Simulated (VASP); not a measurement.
# CuAu (P4/mmm) in VASP: further runs

CuAu is run at these levels: PBE; tasks: single point, relaxation of the atoms.

Program: VASP 6.6.1. These are calculated values, not measurements. Logs are shortened: lines on timing, memory, paths and dates and some standing lists are left out, and cuts for length are marked.

**1. The cell of the first run**

The structure is tetragonal, space group P4/mmm (No. 123). Conventional cell: a = 2.800 Å, b = 2.800 Å, c = 3.670 Å, α = 90.00°, β = 90.00°, γ = 90.00°. Cu (site symmetry 4/mmm) has 8 Au at 2.70 Å and 4 Cu at 2.80 Å within 3.6 Å. Within 3.6 Å of Au (site symmetry 4/mmm) lie 8 Cu at 2.70 Å and 4 Au at 2.80 Å.

**2. Single point, PBE**

The input, INCAR:

```
  ALGO = Normal
  EDIFF = 1E-6
  ENCUT = 520
  GGA = PE
  ISIF = 2
  ISMEAR = -1
  LASPH = T
  LCHARG = T
  LELF = T
  LREAL = F
  LVHAR = T
  LWAVE = F
  NBANDS = 18
  NELM = 80
  PREC = Accurate
  SIGMA = 0.05
```

The input, KPOINTS:

```
k-points
0
Gamma
  12 12 9
```

The input, POSCAR:

```
CuAu
1.0
    2.8000000000      0.0000000000      0.0000000000
    0.0000000000      2.8000000000      0.0000000000
    0.0000000000      0.0000000000      3.6700000000
Cu Au
1 1
Direct
    0.5000000000      0.5000000000      0.5000000000
    0.0000000000      0.0000000000      0.0000000000
```

Potentials or basis: VASP PAW PBE potentials, release 64 (Cu, Au).

The run is started by

```sh
> cat potpaw_PBE.64/Cu/POTCAR potpaw_PBE.64/Au/POTCAR > POTCAR
> mpirun -np 1 vasp_std > vasp.out
```

OUTCAR:

```text
EDIFF = 1E-6
   ENCUT = 520
   GGA = PE
   ISIF = 2
   ISMEAR = -1
   LASPH = T
   LREAL = F
   NELM = 80
   PREC = Accurate

 ion  position               nearest neighbor table
   1  0.500  0.500  0.500-   2 2.70   2 2.70   2 2.70   2 2.70   2 2.70   2 2.70   2 2.70   2 2.70

   2  0.000  0.000  0.000-   1 2.70   1 2.70   1 2.70   1 2.70   1 2.70   1 2.70   1 2.70   1 2.70

  LATTYP: Found a simple tetragonal cell.
 ALAT       =     2.8000000000
 C/A-ratio  =     1.3107142857

  Lattice vectors:

 A1 = (   2.8000000000,   0.0000000000,   0.0000000000)
 A2 = (   0.0000000000,   2.8000000000,   0.0000000000)
 A3 = (   0.0000000000,   0.0000000000,   3.6700000000)

Analysis of symmetry for initial positions (statically):
=====================================================================
 Subroutine PRICEL returns:
 Original cell was already a primitive cell.

 Routine SETGRP: Setting up the symmetry group for a
 simple tetragonal supercell.

 Subroutine GETGRP returns: Found 16 space group operations
 (whereof 16 operations were pure point group operations)
 out of a pool of 16 trial point group operations.

The static configuration has the point symmetry D_4h.

Analysis of symmetry for dynamics (positions and initial velocities):
=====================================================================
 Subroutine PRICEL returns:
 Original cell was already a primitive cell.

 Routine SETGRP: Setting up the symmetry group for a
 simple tetragonal supercell.

 Subroutine GETGRP returns: Found 16 space group operations
 (whereof 16 operations were pure point group operations)
 out of a pool of 16 trial point group operations.

The dynamic configuration has the point symmetry D_4h.

 Subroutine INISYM returns: Found 16 space group operations
 (whereof 16 operations are pure point group operations),
 and found     1 'primitive' translations

----------------------------------------------------------------------------------------

                                     Primitive cell

  volume of cell :      28.7728

  direct lattice vectors                    reciprocal lattice vectors
     2.800000000  0.000000000  0.000000000     0.357142857  0.000000000  0.000000000
     0.000000000  2.800000000  0.000000000     0.000000000  0.357142857  0.000000000
     0.000000000  0.000000000  3.670000000     0.000000000  0.000000000  0.272479564

  length of vectors
     2.800000000  2.800000000  3.670000000     0.357142857  0.357142857  0.272479564

  position of ions in fractional coordinates (direct lattice)
     0.500000000  0.500000000  0.500000000
     0.000000000  0.000000000  0.000000000

  ion indices of the primitive-cell ions
   primitive index   ion index
                 1           1
                 2           2

----------------------------------------------------------------------------------------

 KPOINTS: k-points

Automatic generation of k-mesh.
 Grid dimensions read from file:
 generate k-points for:   12   12    9

 Generating k-lattice:

  Cartesian coordinates                     Fractional coordinates (reciprocal lattice)
     0.029761905  0.000000000  0.000000000     0.083333333  0.000000000  0.000000000
     0.000000000  0.029761905  0.000000000     0.000000000  0.083333333  0.000000000
     0.000000000  0.000000000  0.030275507     0.000000000  0.000000000  0.111111111

  Length of vectors
     0.029761905  0.029761905  0.030275507

  Shift w.r.t. Gamma in fractional coordinates (k-lattice)
     0.000000000  0.000000000  0.000000000

 Subroutine IBZKPT returns following result:
 ===========================================

 Found    140 irreducible k-points:

 Following reciprocal coordinates:
            Coordinates               Weight
  0.000000  0.000000  0.000000      1.000000
  0.083333  0.000000  0.000000      4.000000
  0.166667  0.000000  0.000000      4.000000
  0.250000  0.000000  0.000000      4.000000
  0.333333  0.000000  0.000000      4.000000
  0.416667  0.000000  0.000000      4.000000
[... 16 lines left out ...]
  0.333333  0.333333  0.000000      4.000000
  0.416667  0.333333  0.000000      8.000000
 [... further k-points ...]
   k-points           NKPTS =    140   k-points in BZ     NKDIM =    140   number of bands    NBANDS=     18
   number of dos      NEDOS =    301   number of ions     NIONS =      2
   total plane-waves  NPLWV =  16128
   dimension x,y,z NGX =    24 NGY =   24 NGZ =   28
   dimension x,y,z NGXF=    48 NGYF=   48 NGZF=   56
   ions per type =               1   1
   NGX,Y,Z   is equivalent  to a cutoff of  14.25, 14.25, 12.68 a.u.
   NGXF,Y,Z  is equivalent  to a cutoff of  28.50, 28.50, 25.37 a.u.
 SYSTEM =  unknown system
   PREC   = accura    normal or accurate (medium, high low for compatibility)
   ISTART =      0    job   : 0-new  1-cont  2-samecut
   ICHARG =      2    charge: 1-file 2-atom 10-const
   ISPIN  =      1    spin polarized calculation?
   LNONCOLLINEAR =      F non collinear calculations
   LSORBIT =      F    spin-orbit coupling
   LASPH  =      T    aspherical Exc in radial PAW
   ENCUT  =  520.0 eV  38.22 Ry    6.18 a.u.   5.21  5.21  6.82*2*pi/ulx,y,z
   NELM   =     80;   NELMIN=  2; NELMDL= -5     # of ELM steps
   EDIFF  = 0.1E-05   stopping-criterion for ELM
   LREAL  =      F    real-space projection
   EDIFFG = 0.1E-04   stopping-criterion for IOM
   NSW    =      0    number of steps for IOM
   IBRION =     -1    ionic relax: 0-MD 1-quasi-New 2-CG
   NFREE  =      0    steps in history (QN), initial steepest desc. (CG)
   ISIF   =      2    stress and relaxation
   ISYM   =      2    0-nonsym 1-usesym 2-fastsym
   POTIM  = 0.5000    time-step for ionic-motion
   TEBEG  =    0.0;   TEEND  =   0.0 temperature during run
   PSTRESS=    0.0 pullay stress
   NELECT =      22.0000    total number of electrons
   NUPDOWN=      -1.0000    fix difference up-down
   EMIN   =  10.00;   EMAX   =-10.00  energy-range for DOS
   EFERMI =   0.00;   METHOD = LEGACY
   ISMEAR =    -1;   SIGMA  =   0.05  broadening in eV -4-tet -1-fermi 0-gaus
   EFERMI_NEDOS =   21; number of points for ismear=-14 and -15
   IALGO  =     38    algorithm
   IMIX   =      4    mixing-type and parameters
     AMIX     =   0.40;   BMIX     =  1.00
     AMIX_MAG =   1.60;   BMIX_MAG =  1.00
  volume/ion in A,a.u.               =      14.39        97.08
  Fermi-wavevector in a.u.,A,eV,Ry     =   1.497000  2.828919 30.490762  2.241008
  Thomas-Fermi vector in A             =   2.608944
   LORBIT       =      0    0 simple, 1 ext, 2 COOP (PROOUT), +10 PAW based schemes
   GGA     = PE    functional components
   LHFCALC =     F    Hartree Fock is set to
   AEXX    =    0.0000 exact exchange contribution
   IVDW    =     0    specifies the selected vdW correction
   LEPSILON=     F    determine dielectric tensor
   LRPA    =     F    only Hartree local field effects (RPA)
 non-spin polarized calculation
  energy-cutoff  :      520.00
  volume of cell :       28.77
 maximum number of plane-waves:       797
 NGX is ok and might be reduce to    24
   NGX = 11   NGY = 11   NGZ = 13

 number of electron      22.0000009 magnetization

 Free energy of the ion-electron system (eV)
  ---------------------------------------------------
  ext. energy  EPLUGINS =         0.00000000
  ---------------------------------------------------
  free energy    TOTEN  =        -7.03660157 eV

  energy without entropy =       -7.02948345  energy(sigma->0) =       -7.03304251

 E-fermi :   8.8587     XC(G=0): -12.7335

 val. band max:        8.8238590834   @ k =   0.5000   0.2500   0.1111
 cond. band min:       8.8703780897   @ k =   0.0833   0.0000   0.2222
 fundamental gap:      0.0465190062
 Fermi energy:         8.8587182221

 k-point     1 :       0.0000    0.0000    0.0000
  band No.  band energies     occupation
      1      -0.9727      2.00000
      2       2.2111      2.00000
      3       2.3666      2.00000
      4       4.7979      2.00000
      5       4.7979      2.00000
      6       5.8803      2.00000
[... 10 lines left out ...]
     17      25.8598      0.00000
     18      26.3367      0.00000

 k-point     2 :       0.0833    0.0000    0.0000
  band No.  band energies     occupation
      1      -0.8091      2.00000
      2       2.2934      2.00000
      3       2.4610      2.00000
      4       4.6977      2.00000
      5       4.8362      2.00000
      6       5.8089      2.00000
[... 10 lines left out ...]
     17      26.4071      0.00000
     18      27.0949      0.00000

 k-point     3 :       0.1667    0.0000    0.0000
  band No.  band energies     occupation
      1      -0.3399      2.00000
      2       2.4682      2.00000
      3       2.7930      2.00000
      4       4.4168      2.00000
      5       4.9474      2.00000
      6       5.6086      2.00000
[... 10 lines left out ...]
     17      26.2801      0.00000
     18      28.2041      0.00000

 k-point     4 :       0.2500    0.0000    0.0000
  band No.  band energies     occupation
      1       0.3665      2.00000
      2       2.6982      2.00000
      3       3.3208      2.00000
      4       4.0297      2.00000
      5       5.1180      2.00000
      6       5.3280      2.00000
[... 375 lines left out ...]
      4       3.8539      2.00000
      5       4.3196      2.00000
      6       6.1098      2.00000
[... 10 lines left out ...]
     17      20.1994      0.00000
     18      21.8270      0.00000

 k-point    23 :       0.3333    0.3333    0.0000
  band No.  band energies     occupation
      1       2.2200      2.00000
      2       3.1641      2.00000
      3       3.4108      2.00000
      4       3.5138      2.00000
      5       5.0111      2.00000
      6       5.7912      2.00000
[... 10 lines left out ...]
     17      22.5701      0.00000
     18      22.7532      0.00000

 k-point    24 :       0.4167    0.3333    0.0000
  band No.  band energies     occupation
      1       2.1422      2.00000
      2       3.1716      2.00000
      3       3.1971      2.00000
      4       3.4176      2.00000
      5       5.4102      2.00000
      6       6.5685      2.00000
[... 10 lines left out ...]
     17      21.7325      0.00000
     18      21.7375      0.00000

 [... further k-points ...]
[... 5 lines left out ...]
  --------------------------------------------------------------------------------------
  -------------------------------------------------------------------------------------
  Total        1.2740872      1.2740872      1.0046584      0.0000000      0.0000000     -0.0000000
  in kB       70.9459492     70.9459492     55.9431445      0.0000000      0.0000000     -0.0000000
  external PRESSURE =      65.9450143 kB  Pullay stress =       0.0000000 kB

 VOLUME and BASIS-vectors are now :
 -----------------------------------------------------------------------------
  energy-cutoff  :      520.00
  volume of cell :       28.77
      direct lattice vectors                 reciprocal lattice vectors
     2.800000000  0.000000000  0.000000000     0.357142857  0.000000000  0.000000000
     0.000000000  2.800000000  0.000000000     0.000000000  0.357142857  0.000000000
     0.000000000  0.000000000  3.670000000     0.000000000  0.000000000  0.272479564

 POSITION                                       TOTAL-FORCE (eV/Angst)
 -----------------------------------------------------------------------------------
      1.40000      1.40000      1.83500         0.000000      0.000000      0.000000
      0.00000      0.00000      0.00000         0.000000      0.000000      0.000000
 -----------------------------------------------------------------------------------
    total drift:                                0.000000      0.000000     -0.000000

  FREE ENERGIE OF THE ION-ELECTRON SYSTEM (eV)
  ---------------------------------------------------
  free  energy   TOTEN  =        -7.0366015667 eV

  energy  without entropy=       -7.0294834472  energy(sigma->0) =       -7.03304251
```

Wall time 40 s (1 thread of Intel Xeon 6975P-C, shared host); peak memory 0.2 GiB.

What came out:

```
Free energy            : -7.0366 eV
Pressure               : 6.6 GPa
Band gap on the k mesh : zero (band 11 reaches 14.10 eV, above the bottom of band 12 at 6.92 eV)
```

Stress tensor (GPa, compression positive):
```
7.09 0.00 0.00
0.00 7.09 0.00
0.00 0.00 5.59
```

Levels at points of the mesh, in eV from the Fermi level:
| k point | band 9 | band 10 | band 11 | band 12 | band 13 | band 14 |
| --- | --- | --- | --- | --- | --- | --- |
| (0.00, 0.00, 0.00) | -1.66 | -1.43 | -1.43 | 2.14 | 8.19 | 10.12 |
| (0.50, 0.00, 0.00) | -2.38 | -2.17 | -0.82 | -0.08 | 9.52 | 9.61 |
| (0.50, 0.50, 0.00) | -1.33 | -1.33 | 0.69 | 0.69 | 5.27 | 7.01 |

Caveat: spin-orbit coupling is left out, which moves the levels of the heavy elements.

**3. Relaxation of the atoms, PBE**

The input, INCAR:

```
SYSTEM = CuAu
ALGO     = Normal         ! electronic algorithm
EDIFF    = 1E-7           ! SCF threshold, eV
EDIFFG   = -0.02          ! ionic threshold
ENCUT    = 520            ! plane-wave cutoff, eV
GGA      = PE             ! functional
IBRION   = 2              ! ionic algorithm
ISIF     = 2              ! what is computed and relaxed
ISMEAR   = -1             ! smearing method
LASPH    = .TRUE.         ! aspherical terms in the spheres
LCHARG   = .FALSE.        ! write CHGCAR
LREAL    = .FALSE.        ! projectors in reciprocal space
LWAVE    = .FALSE.        ! write WAVECAR
NELM     = 100            ! most SCF steps
NSW      = 80             ! ionic steps
PREC     = Accurate       ! precision mode
SIGMA    = 0.05           ! smearing width, eV
```

The input, KPOINTS:

```
k-points
0
G
  12 12 9
  0 0 0
```

POSCAR is that of step 2.

Potentials or basis: VASP PAW PBE potentials, release 64 (Cu, Au).

The run is started by

```sh
> cat potpaw_PBE.64/Cu/POTCAR potpaw_PBE.64/Au/POTCAR > POTCAR
> mpirun -np 1 vasp_std > vasp.out
```

Run time: 1.8 min. Hardware: 1 thread of Intel Xeon 8259CL, shared host; peak memory 0.2 GiB.

It converged, with:

| Quantity | Value |
| --- | --- |
| Free energy | -7.0366 eV |
| Pressure after relaxing | 6.7 GPa |
| Band gap on the k mesh | zero (band 11 reaches 14.10 eV, above the bottom of band 12 at 6.92 eV) |

Stress tensor (GPa, compression positive):
```
7.22 0.00 0.00
0.00 7.22 0.00
0.00 0.00 5.71
```

Final structure:
```
Cu Au
1.0
     2.80000    0.00000    0.00000
     0.00000    2.80000    0.00000
     0.00000    0.00000    3.67000
Cu Au
1 1
Direct
  0.50000 0.50000 0.50000
  0.00000 0.00000 0.00000
```

Levels at points of the mesh, in eV from the Fermi level:
| k point | band 8 | band 9 | band 10 | band 11 | band 12 | band 13 | band 14 | band 15 |
| --- | --- | --- | --- | --- | --- | --- | --- | --- |
| (0.00, 0.00, 0.00) | -2.12 | -1.66 | -1.43 | -1.43 | 2.14 | 8.19 | 10.12 | 10.12 |
| (0.50, 0.00, 0.00) | -2.96 | -2.38 | -2.17 | -0.82 | -0.08 | 9.52 | 9.61 | 11.49 |
| (0.50, 0.50, 0.00) | -1.60 | -1.33 | -1.33 | 0.69 | 0.69 | 5.27 | 7.01 | 10.18 |

Caveat: the relaxation stopped at its first step, so nothing moved; spin-orbit coupling is left out, which moves the levels of the heavy elements.
